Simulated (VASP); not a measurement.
# SrB (Fm-3m) in VASP: settings compared

The runs below take SrB through single point, with PBE, r2SCAN.

Everything below comes from runs of VASP 6.6.1. Logs are shortened: lines on timing, memory, paths and dates and some standing lists are left out, and cuts for length are marked.

### Step 1. The cell of the first run

The structure is cubic, space group Fm-3m (No. 225). Conventional cell: a = 5.789 Å, b = 5.789 Å, c = 5.789 Å, α = 90.00°, β = 90.00°, γ = 90.00°. Sr (site symmetry m-3m) has 6 B at 2.89 Å within 3.8 Å. Within 3.8 Å of B (site symmetry m-3m) lie 6 Sr at 2.89 Å.

### Step 2. Single point, PBE

Contents of INCAR:

```
SYSTEM = SrB
ALGO = Normal ; EDIFF = 1E-6
ENCUT = 520 ; GGA = PE
ISIF = 2 ; ISMEAR = 0
LASPH = .TRUE. ; LCHARG = .FALSE.
LREAL = .FALSE. ; LWAVE = .FALSE.
NBANDS = 14 ; NELM = 60
PREC = Accurate ; SIGMA = 0.05
```

Contents of KPOINTS:

```
k-points
0
G
  6 6 6
  0 0 0
```

Contents of POSCAR:

```
SrB
1.0
    0.0000000000      2.8946791057      2.8946791057
    2.8946791057      0.0000000000      2.8946791057
    2.8946791057      2.8946791057      0.0000000000
Sr B
1 1
Direct
    0.5000000000      0.5000000000      0.5000000000
    0.0000000000      0.0000000000      0.0000000000
```

Potentials or basis: VASP PAW PBE potentials, release 64 (Sr_sv, B).

The run is started by

```
cat potpaw_PBE.64/Sr_sv/POTCAR potpaw_PBE.64/B/POTCAR > POTCAR
mpirun -np 1 vasp_std > vasp.out
```

OUTCAR:

```text
SYSTEM = SrB
   EDIFF = 1E-6
   ENCUT = 520
   GGA = PE
   ISIF = 2
   ISMEAR = 0
   LASPH = .TRUE.
   LREAL = .FALSE.
   NELM = 60
   PREC = Accurate

 ion  position               nearest neighbor table
   1  0.500  0.500  0.500-   2 2.89   2 2.89   2 2.89   2 2.89   2 2.89   2 2.89
   2  0.000  0.000  0.000-   1 2.89   1 2.89   1 2.89   1 2.89   1 2.89   1 2.89

  LATTYP: Found a face centered cubic cell.
 ALAT       =     5.7893582114

  Lattice vectors:

 A1 = (   0.0000000000,   2.8946791057,   2.8946791057)
 A2 = (   2.8946791057,   0.0000000000,   2.8946791057)
 A3 = (   2.8946791057,   2.8946791057,   0.0000000000)

Analysis of symmetry for initial positions (statically):
=====================================================================
 Subroutine PRICEL returns:
 Original cell was already a primitive cell.

 Routine SETGRP: Setting up the symmetry group for a
 face centered cubic supercell.

 Subroutine GETGRP returns: Found 48 space group operations
 (whereof 48 operations were pure point group operations)
 out of a pool of 48 trial point group operations.

The static configuration has the point symmetry O_h .

Analysis of symmetry for dynamics (positions and initial velocities):
=====================================================================
 Subroutine PRICEL returns:
 Original cell was already a primitive cell.

 Routine SETGRP: Setting up the symmetry group for a
 face centered cubic supercell.

 Subroutine GETGRP returns: Found 48 space group operations
 (whereof 48 operations were pure point group operations)
 out of a pool of 48 trial point group operations.

The dynamic configuration has the point symmetry O_h .

 Subroutine INISYM returns: Found 48 space group operations
 (whereof 48 operations are pure point group operations),
 and found     1 'primitive' translations

----------------------------------------------------------------------------------------

                                     Primitive cell

  volume of cell :      48.5100

  direct lattice vectors                    reciprocal lattice vectors
     0.000000000  2.894679106  2.894679106    -0.172730718  0.172730718  0.172730718
     2.894679106  0.000000000  2.894679106     0.172730718 -0.172730718  0.172730718
     2.894679106  2.894679106  0.000000000     0.172730718  0.172730718 -0.172730718

  length of vectors
     4.093694450  4.093694450  4.093694450     0.299178379  0.299178379  0.299178379

  position of ions in fractional coordinates (direct lattice)
[... 80 lines left out ...]
   PSTRESS=    0.0 pullay stress
   NELECT =      13.0000    total number of electrons
   NUPDOWN=      -1.0000    fix difference up-down
   EMIN   =  10.00;   EMAX   =-10.00  energy-range for DOS
   EFERMI =   0.00;   METHOD = LEGACY
   ISMEAR =     0;   SIGMA  =   0.05  broadening in eV -4-tet -1-fermi 0-gaus
   EFERMI_NEDOS =   21; number of points for ismear=-14 and -15
   IALGO  =     38    algorithm
   IMIX   =      4    mixing-type and parameters
     AMIX     =   0.40;   BMIX     =  1.00
     AMIX_MAG =   1.60;   BMIX_MAG =  1.00
  volume/ion in A,a.u.               =      24.25       163.68
  Fermi-wavevector in a.u.,A,eV,Ry     =   1.055469  1.994547 15.157095  1.114015
  Thomas-Fermi vector in A             =   2.190668
   LORBIT       =      0    0 simple, 1 ext, 2 COOP (PROOUT), +10 PAW based schemes
   GGA     = PE    functional components
   LHFCALC =     F    Hartree Fock is set to
   AEXX    =    0.0000 exact exchange contribution
   IVDW    =     0    specifies the selected vdW correction
   LEPSILON=     F    determine dielectric tensor
   LRPA    =     F    only Hartree local field effects (RPA)
 non-spin polarized calculation
 Gauss-broadening in eV      SIGMA  =   0.05
  energy-cutoff  :      520.00
  volume of cell :       48.51
 maximum number of plane-waves:      1315
   NGX = 15   NGY = 15   NGZ = 15

 number of electron      13.0000000 magnetization

 Free energy of the ion-electron system (eV)
  ---------------------------------------------------
  ext. energy  EPLUGINS =         0.00000000
  ---------------------------------------------------
  free energy    TOTEN  =        -5.86383229 eV

  energy without entropy =       -5.85461822  energy(sigma->0) =       -5.85922525

 E-fermi :   2.0574     XC(G=0):  -8.9743

 val. band max:        2.0296535660   @ k =  -0.3333   0.5000   0.1667
 cond. band min:       2.0686518526   @ k =  -0.3333   0.1667   0.0000
 fundamental gap:      0.0389982865
 Fermi energy:         2.0573719335

 k-point     1 :       0.0000    0.0000    0.0000
  band No.  band energies     occupation
      1     -32.3659      2.00000
      2     -14.3000      2.00000
      3     -14.3000      2.00000
      4     -14.3000      2.00000
      5      -4.7561      2.00000
      6       3.8304      0.00000
      7       3.8304      0.00000
      8       3.8304      0.00000
      9       5.6856      0.00000
     10       5.6856      0.00000
     11       5.6856      0.00000
     12       7.0887      0.00000
     13       7.0887      0.00000
     14       7.7097      0.00000
[... 241 lines left out ...]
      1     -32.3265      2.00000
      2     -14.5951      2.00000
      3     -14.4884      2.00000
      4     -14.4426      2.00000
      5      -3.2776      2.00000
      6       1.5490      2.00000
      7       2.0125      1.79535
      8       2.0297      1.56696
      9       5.3490      0.00000
     10       7.9651      0.00000
     11       8.9238      0.00000
     12       9.5050      0.00000
     13      10.0260      0.00000
     14      11.2680      0.00000

------------------------ aborting loop because EDIFF is reached ----------------------------------------

  FORCE on cell =-STRESS in cart. coord.  units (eV):
  Direction    XX          YY          ZZ          XY          YZ          ZX
  --------------------------------------------------------------------------------------
  -------------------------------------------------------------------------------------
  Total        1.1321222      1.1321222      1.1321222     -0.0000000      0.0000000      0.0000000
  in kB       37.3914754     37.3914754     37.3914754     -0.0000000      0.0000000      0.0000000
  external PRESSURE =      37.3914754 kB  Pullay stress =       0.0000000 kB

 VOLUME and BASIS-vectors are now :
 -----------------------------------------------------------------------------
  energy-cutoff  :      520.00
  volume of cell :       48.51
      direct lattice vectors                 reciprocal lattice vectors
     0.000000000  2.894679106  2.894679106    -0.172730718  0.172730718  0.172730718
     2.894679106  0.000000000  2.894679106     0.172730718 -0.172730718  0.172730718
     2.894679106  2.894679106  0.000000000     0.172730718  0.172730718 -0.172730718

 POSITION                                       TOTAL-FORCE (eV/Angst)
 -----------------------------------------------------------------------------------
      2.89468      2.89468      2.89468         0.000000      0.000000      0.000000
      0.00000      0.00000      0.00000        -0.000000     -0.000000     -0.000000
 -----------------------------------------------------------------------------------
    total drift:                                0.000000     -0.000000      0.000000

  FREE ENERGIE OF THE ION-ELECTRON SYSTEM (eV)
  ---------------------------------------------------
  free  energy   TOTEN  =        -5.8638322879 eV

  energy  without entropy=       -5.8546182214  energy(sigma->0) =       -5.85922525
```

OSZICAR:

```text
N       E                     dE             d eps       ncg     rms          rms(c)
DAV:   1     0.478458747996E+02    0.47846E+02   -0.58561E+03   448   0.783E+02
DAV:   2    -0.298653309728E+01   -0.50832E+02   -0.48941E+02   616   0.173E+02
DAV:   3    -0.587213350687E+01   -0.28856E+01   -0.28462E+01   692   0.325E+01
DAV:   4    -0.599683044446E+01   -0.12470E+00   -0.12457E+00   566   0.359E+00
DAV:   5    -0.599732126374E+01   -0.49082E-03   -0.49081E-03   606   0.302E-01    0.189E+01
DAV:   6    -0.587016494105E+01    0.12716E+00   -0.14281E-01   520   0.212E+00    0.124E+01
DAV:   7    -0.586925247413E+01    0.91247E-03   -0.12683E-01   580   0.228E+00    0.112E+00
DAV:   8    -0.586366873420E+01    0.55837E-02   -0.18585E-02   544   0.654E-01    0.290E-01
DAV:   9    -0.586382179670E+01   -0.15306E-03   -0.78245E-04   532   0.176E-01    0.308E-02
DAV:  10    -0.586382739562E+01   -0.55989E-05   -0.14524E-05   604   0.186E-02    0.178E-02
DAV:  11    -0.586383247779E+01   -0.50822E-05   -0.54449E-06   508   0.160E-02    0.107E-02
DAV:  12    -0.586383228789E+01    0.18990E-06   -0.14155E-07   284   0.266E-03
   1 F= -.58638323E+01 E0= -.58592253E+01  d E =-.921407E-02
```

It took 6.1 s on 1 thread of Intel Xeon 6975P-C (Granite Rapids), shared host; peak memory 0.16 GiB.

Results:

- Free energy: -5.8638 eV
- Pressure: 3.7 GPa

(Continued in part 2 of 2.)
